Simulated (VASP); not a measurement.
# Na3SmP2 (P4/mmm) in VASP: further runs

Runs on Na3SmP2. Level: PBE. Tasks: single point, relaxation of cell and atoms.

Everything below comes from runs of VASP 6.6.1. Logs are shortened: lines on timing, memory, paths and dates and some standing lists are left out, and cuts for length are marked.

## Step 1: The cell of the first run

The structure is tetragonal, space group P4/mmm (No. 123). Conventional cell: a = 5.366 Å, b = 5.366 Å, c = 5.389 Å, α = 90.00°, β = 90.00°, γ = 90.00°. Within 3.5 Å of Na (site symmetry mmm) lie 2 Sm at 2.68 Å and 2 P at 2.68 Å. Na (site symmetry 4/mmm) has 2 Sm at 2.69 Å within 3.6 Å. Within 3.5 Å of Sm (site symmetry 4/mmm) lie 6 Na at 2.68 to 2.69 Å. P (site symmetry 4/mmm) has 2 P at 2.69 Å within 3.6 Å. P (site symmetry 4/mmm) has 4 Na at 2.68 Å and 2 P at 2.69 Å within 3.5 Å.

The cell was generated, and may not be a known phase.

## Step 2: Single point, PBE

The input, INCAR:

```
  PREC = Accurate
  ENCUT = 500
  EDIFF = 1E-6
  ISMEAR = 0
  SIGMA = 0.1
  LREAL = F
  LASPH = T
  NELM = 200
  ALGO = Normal
  ISIF = 2
  LWAVE = F
  LCHARG = F
  GGA = PE
  NBANDS = 30
  GGA_COMPAT = F
  LMAXMIX = 6
```

The input, KPOINTS:

```
regular mesh
0
Gamma
  4 4 4
```

The input, POSCAR:

```
Na3SmP2
1.0
    5.3658717900      0.0000000000      0.0000000000
    0.0000000000      5.3658717900      0.0000000000
    0.0000000000      0.0000000000      5.3894966900
Na Sm P
3 1 2
Direct
    0.5000000000      0.0000000000      0.5000000000
    0.0000000000      0.5000000000      0.5000000000
    0.5000000000      0.5000000000      0.0000000000
    0.5000000000      0.5000000000      0.5000000000
    0.0000000000      0.0000000000      0.0000000000
    0.0000000000      0.0000000000      0.5000000000
```

Potentials or basis: VASP PAW PBE potentials, release 64 (Na_pv, Sm_3, P), 4f in core.

On the command line:

```bash
> cat potpaw_PBE.64/Na_pv/POTCAR potpaw_PBE.64/Sm_3/POTCAR potpaw_PBE.64/P/POTCAR > POTCAR
> mpirun -np 1 vasp_std > vasp.out
```

OUTCAR:

```text
PREC = Accurate
   ENCUT = 500
   EDIFF = 1E-6
   ISMEAR = 0
   LREAL = F
   LASPH = T
   NELM = 200
   ISIF = 2
   GGA = PE

 ion  position               nearest neighbor table
   1  0.500  0.000  0.500-   4 2.68   6 2.68   4 2.68   6 2.68
   2  0.000  0.500  0.500-   4 2.68   6 2.68   6 2.68   4 2.68
   3  0.500  0.500  0.000-   4 2.69   4 2.69
   4  0.500  0.500  0.500-   1 2.68   2 2.68   1 2.68   2 2.68   3 2.69   3 2.69
   5  0.000  0.000  0.000-   6 2.69   6 2.69
   6  0.000  0.000  0.500-   1 2.68   2 2.68   2 2.68   1 2.68   5 2.69   5 2.69

  LATTYP: Found a simple tetragonal cell.
 ALAT       =     5.3658717900
 C/A-ratio  =     1.0044028074

  Lattice vectors:

 A1 = (   5.3658717900,   0.0000000000,   0.0000000000)
 A2 = (   0.0000000000,   5.3658717900,   0.0000000000)
 A3 = (   0.0000000000,   0.0000000000,   5.3894966900)

Analysis of symmetry for initial positions (statically):
=====================================================================
 Subroutine PRICEL returns:
 Original cell was already a primitive cell.

 Routine SETGRP: Setting up the symmetry group for a
 simple tetragonal supercell.

 Subroutine GETGRP returns: Found 16 space group operations
 (whereof 16 operations were pure point group operations)
 out of a pool of 16 trial point group operations.

The static configuration has the point symmetry D_4h.

Analysis of symmetry for dynamics (positions and initial velocities):
=====================================================================
 Subroutine PRICEL returns:
 Original cell was already a primitive cell.

 Routine SETGRP: Setting up the symmetry group for a
 simple tetragonal supercell.

 Subroutine GETGRP returns: Found 16 space group operations
 (whereof 16 operations were pure point group operations)
 out of a pool of 16 trial point group operations.

The dynamic configuration has the point symmetry D_4h.

 Subroutine INISYM returns: Found 16 space group operations
 (whereof 16 operations are pure point group operations),
 and found     1 'primitive' translations

----------------------------------------------------------------------------------------

                                     Primitive cell

  volume of cell :     155.1775

  direct lattice vectors                    reciprocal lattice vectors
     5.365871790  0.000000000  0.000000000     0.186363007  0.000000000  0.000000000
     0.000000000  5.365871790  0.000000000     0.000000000  0.186363007  0.000000000
     0.000000000  0.000000000  5.389496690     0.000000000  0.000000000  0.185546083

  length of vectors
     5.365871790  5.365871790  5.389496690     0.186363007  0.186363007  0.185546083

  position of ions in fractional coordinates (direct lattice)
     0.500000000  0.000000000  0.500000000
     0.000000000  0.500000000  0.500000000
     0.500000000  0.500000000  0.000000000
     0.500000000  0.500000000  0.500000000
     0.000000000  0.000000000  0.000000000
     0.000000000  0.000000000  0.500000000

  ion indices of the primitive-cell ions
   primitive index   ion index
                 1           1
                 2           2
                 3           3
                 4           4
                 5           5
                 6           6

----------------------------------------------------------------------------------------

 KPOINTS: regular mesh

Automatic generation of k-mesh.
 Grid dimensions read from file:
 generate k-points for:    4    4    4

 Generating k-lattice:

  Cartesian coordinates                     Fractional coordinates (reciprocal lattice)
     0.046590752  0.000000000  0.000000000     0.250000000  0.000000000  0.000000000
     0.000000000  0.046590752  0.000000000     0.000000000  0.250000000  0.000000000
     0.000000000  0.000000000  0.046386521     0.000000000  0.000000000  0.250000000

  Length of vectors
     0.046590752  0.046590752  0.046386521

  Shift w.r.t. Gamma in fractional coordinates (k-lattice)
     0.000000000  0.000000000  0.000000000

 Subroutine IBZKPT returns following result:
 ===========================================

 Found     18 irreducible k-points:

 Following reciprocal coordinates:
            Coordinates               Weight
  0.000000  0.000000  0.000000      1.000000
  0.250000  0.000000  0.000000      4.000000
  0.500000  0.000000  0.000000      2.000000
  0.250000  0.250000  0.000000      4.000000
  0.500000  0.250000  0.000000      4.000000
  0.500000  0.500000  0.000000      1.000000
[... 10 lines left out ...]
  0.500000  0.250000  0.500000      4.000000
  0.500000  0.500000  0.500000      1.000000
   k-points           NKPTS =     18   k-points in BZ     NKDIM =     18   number of bands    NBANDS=     30
   number of dos      NEDOS =    301   number of ions     NIONS =      6
   total plane-waves  NPLWV =  64000
   dimension x,y,z NGX =    40 NGY =   40 NGZ =   40
   dimension x,y,z NGXF=    80 NGYF=   80 NGZF=   80
   ions per type =               3   1   2
   NGX,Y,Z   is equivalent  to a cutoff of  12.39, 12.39, 12.34 a.u.
   NGXF,Y,Z  is equivalent  to a cutoff of  24.79, 24.79, 24.68 a.u.
 SYSTEM =  unknown system
   PREC   = accura    normal or accurate (medium, high low for compatibility)
   ISTART =      0    job   : 0-new  1-cont  2-samecut
   ICHARG =      2    charge: 1-file 2-atom 10-const
   ISPIN  =      1    spin polarized calculation?
   LNONCOLLINEAR =      F non collinear calculations
   LSORBIT =      F    spin-orbit coupling
   LASPH  =      T    aspherical Exc in radial PAW
   ENCUT  =  500.0 eV  36.75 Ry    6.06 a.u.   9.78  9.78  9.83*2*pi/ulx,y,z
   NELM   =    200;   NELMIN=  2; NELMDL= -5     # of ELM steps
   EDIFF  = 0.1E-05   stopping-criterion for ELM
   LREAL  =      F    real-space projection
   EDIFFG = 0.1E-04   stopping-criterion for IOM
   NSW    =      0    number of steps for IOM
   IBRION =     -1    ionic relax: 0-MD 1-quasi-New 2-CG
   NFREE  =      0    steps in history (QN), initial steepest desc. (CG)
   ISIF   =      2    stress and relaxation
   ISYM   =      2    0-nonsym 1-usesym 2-fastsym
   POTIM  = 0.5000    time-step for ionic-motion
   TEBEG  =    0.0;   TEEND  =   0.0 temperature during run
   PSTRESS=    0.0 pullay stress
   NELECT =      42.0000    total number of electrons
   NUPDOWN=      -1.0000    fix difference up-down
   EMIN   =  10.00;   EMAX   =-10.00  energy-range for DOS
   EFERMI =   0.00;   METHOD = LEGACY
   ISMEAR =     0;   SIGMA  =   0.10  broadening in eV -4-tet -1-fermi 0-gaus
   EFERMI_NEDOS =   21; number of points for ismear=-14 and -15
   IALGO  =     38    algorithm
   IMIX   =      4    mixing-type and parameters
     AMIX     =   0.40;   BMIX     =  1.00
     AMIX_MAG =   1.60;   BMIX_MAG =  1.00
  volume/ion in A,a.u.               =      25.86       174.53
  Fermi-wavevector in a.u.,A,eV,Ry     =   1.058965  2.001154 15.257671  1.121407
  Thomas-Fermi vector in A             =   2.194294
   LORBIT       =      0    0 simple, 1 ext, 2 COOP (PROOUT), +10 PAW based schemes
   GGA     = PE    functional components
   LHFCALC =     F    Hartree Fock is set to
   AEXX    =    0.0000 exact exchange contribution
   IVDW    =     0    specifies the selected vdW correction
   LEPSILON=     F    determine dielectric tensor
   LRPA    =     F    only Hartree local field effects (RPA)
 non-spin polarized calculation
 Gauss-broadening in eV      SIGMA  =   0.10
  energy-cutoff  :      500.00
  volume of cell :      155.18
 maximum number of plane-waves:      3960
 NGX is ok and might be reduce to    40
   NGX = 19   NGY = 19   NGZ = 19

 number of electron      41.9999923 magnetization

 Free energy of the ion-electron system (eV)
  ---------------------------------------------------
  ext. energy  EPLUGINS =         0.00000000
  ---------------------------------------------------
  free energy    TOTEN  =       -12.29681480 eV

  energy without entropy =      -12.24726189  energy(sigma->0) =      -12.27203835

 E-fermi :   2.6535     XC(G=0):  -8.4516

 val. band max:        2.6455670165   @ k =   0.5000   0.0000   0.5000
 cond. band min:       2.6572221155   @ k =   0.5000   0.5000   0.5000
 fundamental gap:      0.0116550990
 Fermi energy:         2.6534574208

 k-point     1 :       0.0000    0.0000    0.0000
  band No.  band energies     occupation
      1     -40.0086      2.00000
      2     -22.8060      2.00000
      3     -22.7612      2.00000
      4     -22.7612      2.00000
      5     -22.4064      2.00000
      6     -22.4064      2.00000
[... 22 lines left out ...]
     29       7.1405      0.00000
     30       7.1405      0.00000

 k-point     2 :       0.2500    0.0000    0.0000
  band No.  band energies     occupation
      1     -40.0094      2.00000
      2     -22.8055      2.00000
      3     -22.7605      2.00000
      4     -22.7044      2.00000
      5     -22.4073      2.00000
      6     -22.4064      2.00000
[... 22 lines left out ...]
     29       6.2748      0.00000
     30       7.6243      0.00000

 k-point     3 :       0.5000    0.0000    0.0000
  band No.  band energies     occupation
      1     -40.0102      2.00000
      2     -22.8050      2.00000
      3     -22.7598      2.00000
      4     -22.6442      2.00000
      5     -22.4086      2.00000
      6     -22.4064      2.00000
[... 22 lines left out ...]
     29       5.1542      0.00000
     30       7.6680      0.00000

 k-point     4 :       0.2500    0.2500    0.0000
  band No.  band energies     occupation
      1     -40.0102      2.00000
      2     -22.8050      2.00000
      3     -22.7044      2.00000
      4     -22.7036      2.00000
      5     -22.4072      2.00000
      6     -22.4072      2.00000
[... 22 lines left out ...]
     29       6.0571      0.00000
     30       7.9909      0.00000

 k-point     5 :       0.5000    0.2500    0.0000
  band No.  band energies     occupation
      1     -40.0111      2.00000
      2     -22.8044      2.00000
      3     -22.7035      2.00000
      4     -22.6441      2.00000
      5     -22.4085      2.00000
      6     -22.4072      2.00000
[... 22 lines left out ...]
     29       6.0296      0.00000
     30       7.8349      0.00000
[... 328 lines left out ...]
     29       5.0899      0.00000
     30       6.1069      0.00000

 k-point    16 :       0.2500    0.2500    0.5000
  band No.  band energies     occupation
      1     -40.0118      2.00000
      2     -22.7034      2.00000
      3     -22.7030      2.00000
      4     -22.6989      2.00000
      5     -22.4070      2.00000
      6     -22.4070      2.00000
[... 22 lines left out ...]
     29       5.7128      0.00000
     30       7.0923      0.00000

 k-point    17 :       0.5000    0.2500    0.5000
  band No.  band energies     occupation
      1     -40.0126      2.00000
      2     -22.7028      2.00000
      3     -22.6991      2.00000
      4     -22.6441      2.00000
      5     -22.4077      2.00000
      6     -22.4070      2.00000
[... 22 lines left out ...]
     29       6.1575      0.00000
     30       6.8622      0.00000

 k-point    18 :       0.5000    0.5000    0.5000
  band No.  band energies     occupation
      1     -40.0134      2.00000
      2     -22.6993      2.00000
      3     -22.6448      2.00000
      4     -22.6433      2.00000
      5     -22.4077      2.00000
      6     -22.4077      2.00000
[... 22 lines left out ...]
     29       6.9327      0.00000
     30       6.9327      0.00000

------------------------ aborting loop because EDIFF is reached ----------------------------------------

  FORCE on cell =-STRESS in cart. coord.  units (eV):
  Direction    XX          YY          ZZ          XY          YZ          ZX
  --------------------------------------------------------------------------------------
  -------------------------------------------------------------------------------------
  Total        4.2715908      4.2715908      5.8396846      0.0000000     -0.0000000      0.0000000
  in kB       44.1033350     44.1033350     60.2935955      0.0000000     -0.0000000      0.0000000
  external PRESSURE =      49.5000885 kB  Pullay stress =       0.0000000 kB

 VOLUME and BASIS-vectors are now :
 -----------------------------------------------------------------------------
  energy-cutoff  :      500.00
  volume of cell :      155.18
      direct lattice vectors                 reciprocal lattice vectors
     5.365871790  0.000000000  0.000000000     0.186363007  0.000000000  0.000000000
     0.000000000  5.365871790  0.000000000     0.000000000  0.186363007  0.000000000
     0.000000000  0.000000000  5.389496690     0.000000000  0.000000000  0.185546083

 POSITION                                       TOTAL-FORCE (eV/Angst)
 -----------------------------------------------------------------------------------
      2.68294      0.00000      2.69475         0.000000      0.000000      0.000000
      0.00000      2.68294      2.69475         0.000000      0.000000      0.000000
      2.68294      2.68294      0.00000         0.000000      0.000000      0.000000
      2.68294      2.68294      2.69475         0.000000      0.000000      0.000000
      0.00000      0.00000      0.00000         0.000000      0.000000      0.000000
      0.00000      0.00000      2.69475         0.000000      0.000000      0.000000
 -----------------------------------------------------------------------------------
    total drift:                               -0.000000      0.000000     -0.000000

  FREE ENERGIE OF THE ION-ELECTRON SYSTEM (eV)
  ---------------------------------------------------
  free  energy   TOTEN  =       -12.2968148047 eV

  energy  without entropy=      -12.2472618900  energy(sigma->0) =      -12.27203835
```

It took 28 s on 1 thread of Intel Xeon 6975P-C (Granite Rapids), shared host; peak memory 0.27 GiB.

What came out:

| Quantity | Value |
| --- | --- |
| Free energy | -12.2968 eV |
| Pressure | 5.0 GPa |
| Band gap on the k mesh | zero (bands 21 and 22 overlap by 0.76 eV) |

Stress tensor (GPa, compression positive):
```
4.41 0.00 0.00
0.00 4.41 0.00
0.00 0.00 6.03
```

Levels at points of the mesh, in eV from the Fermi level:
```tsv
k point	band 18	band 19	band 20	band 21	band 22	band 23	band 24	band 25
(0.00, 0.00, 0.00)	-2.66	-1.99	-0.56	-0.06	0.07	0.21	0.21	0.28
(0.50, 0.00, 0.00)	-3.00	-1.12	0.09	0.29	0.33	0.36	0.51	0.89
(0.50, 0.50, 0.00)	-3.37	-1.44	-0.14	-0.14	-0.10	-0.10	0.37	0.52
(0.00, 0.00, 0.50)	-1.39	-1.39	-0.84	-0.36	-0.15	-0.08	0.01	0.30
(0.50, 0.00, 0.50)	-2.11	-0.99	-0.61	-0.01	0.13	0.27	0.56	0.63
(0.50, 0.50, 0.50)	-2.14	-2.14	-0.17	0.00	0.09	0.69	0.82	0.86
```

Caveat: the cell stands under pressure; spin-orbit coupling is left out, which moves the levels of the heavy elements; the 4f electrons are frozen in the core, so they carry no moment and show no levels. Spin polarisation is off, so any magnetic state and its effect on volume and gap are missing.

## Step 3: Single point, PBE

This run uses another cell than the first one, of 32.89 Å³/atom.

The input, INCAR:

```
SYSTEM = Na3SmP2
PREC = Accurate
ENCUT = 500
EDIFF = 1E-6
ISMEAR = 0
SIGMA = 0.1
LREAL = .FALSE.
LASPH = .TRUE.
NELM = 200
ALGO = Normal
ISIF = 2
LWAVE = .FALSE.
LCHARG = .FALSE.
GGA = PE
NBANDS = 30
GGA_COMPAT = .FALSE.
LMAXMIX = 6
```

The input, KPOINTS:

```
Automatic mesh
0
G
  4 4 4
  0 0 0
```

Edit POSCAR of step 2 so:

```diff
@@ -2,5 +2,5 @@
 1.0
-    5.3658717900      0.0000000000      0.0000000000
-    0.0000000000      5.3658717900      0.0000000000
-    0.0000000000      0.0000000000      5.3894966900
+    5.7446009886      0.0000000000      0.0000000000
+    0.0000000000      5.7446009886      0.0000000000
+    0.0000000000      0.0000000000      5.9801348169
 Na Sm P
```

Potentials or basis: VASP PAW PBE potentials, release 64 (Na_pv, Sm_3, P), 4f in core.

On the command line:

```bash
> cat potpaw_PBE.64/Na_pv/POTCAR potpaw_PBE.64/Sm_3/POTCAR potpaw_PBE.64/P/POTCAR > POTCAR
> mpirun -np 1 vasp_std > vasp.out
```

Run time: 40 s. Hardware: 1 thread of Intel Xeon 6975P-C (Granite Rapids), shared host; peak memory 0.32 GiB.

The run converged. Its results:

```
Free energy            : -12.8731 eV
Pressure               : 0.0 GPa
Band gap on the k mesh : zero (bands 21 and 22 overlap by 0.55 eV)
```

Stress tensor (GPa, compression positive):
```
-0.07  0.00  0.00
 0.00 -0.07  0.00
 0.00  0.00  0.03
```

Levels at points of the mesh, in eV from the Fermi level:
```
           k point  band 18  band 19  band 20  band 21  band 22  band 23  band 24  band 25
(0.00, 0.00, 0.00)    -1.90    -1.90    -0.46    -0.08     0.21     0.23     0.23     0.40
(0.50, 0.00, 0.00)    -2.17    -0.94     0.13     0.18     0.35     0.42     0.46     0.87
(0.50, 0.50, 0.00)    -2.52    -1.41    -0.07    -0.07     0.14     0.14     0.22     0.49
(0.00, 0.00, 0.50)    -1.27    -0.77    -0.77    -0.44    -0.37    -0.05     0.24     0.44
(0.50, 0.00, 0.50)    -1.42    -0.55    -0.47     0.01     0.19     0.25     0.38     0.40
(0.50, 0.50, 0.50)    -1.36    -1.36    -0.58    -0.15     0.07     0.52     0.52     0.61
```

Caveat: spin-orbit coupling is left out, which moves the levels of the heavy elements; the 4f electrons are frozen in the core, so they carry no moment and show no levels. Spin polarisation is off, so any magnetic state and its effect on volume and gap are missing.

[end of part 1 of 2]
